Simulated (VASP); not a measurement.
Here is a VASP 6.6.1 calculation.

The input INCAR:

```
SYSTEM = SiF
  PREC = Accurate
  ENCUT = 600
  EDIFF = 1E-6
  ISMEAR = -1
  SIGMA = 0.05
  LREAL = .False.
  LASPH = .True.
  NELM = 120
  ALGO = Normal
  ISIF = 2
  LWAVE = .False.
  LCHARG = .True.
  GGA = PE
  LELF = .True.
  LVHAR = .True.
  NBANDS = 12
  GGA_COMPAT = .False.
```

The input KPOINTS:

```
regular mesh
0
Gamma
  7 7 7
  0 0 0
```

File POSCAR:

```
SiF
1.0
    3.0286000000      0.0000000000      0.0000000000
    0.0000000000      3.0286000000      0.0000000000
    0.0000000000      0.0000000000      3.0588860000
Si F
1 1
Direct
    0.5000000000      0.5000000000      0.5000000000
    0.0000000000      0.0000000000      0.0000000000
```

Potentials or basis: VASP PAW PBE potentials, release 64 (Si, F).

Run with:

```console
$ cat potpaw_PBE.64/Si/POTCAR potpaw_PBE.64/F/POTCAR > POTCAR
$ mpirun -np 1 vasp_std > vasp.out
```

Problem. What does it give for the pressure?

Solution. -1.2 GPa.

Stress tensor (GPa, compression positive):
```
-2.17  0.00  0.00
 0.00 -2.17  0.00
 0.00  0.00  0.87
```

Caveat: an odd number of electrons without spin polarisation forces a metal; a magnetic or distorted state may lie lower.
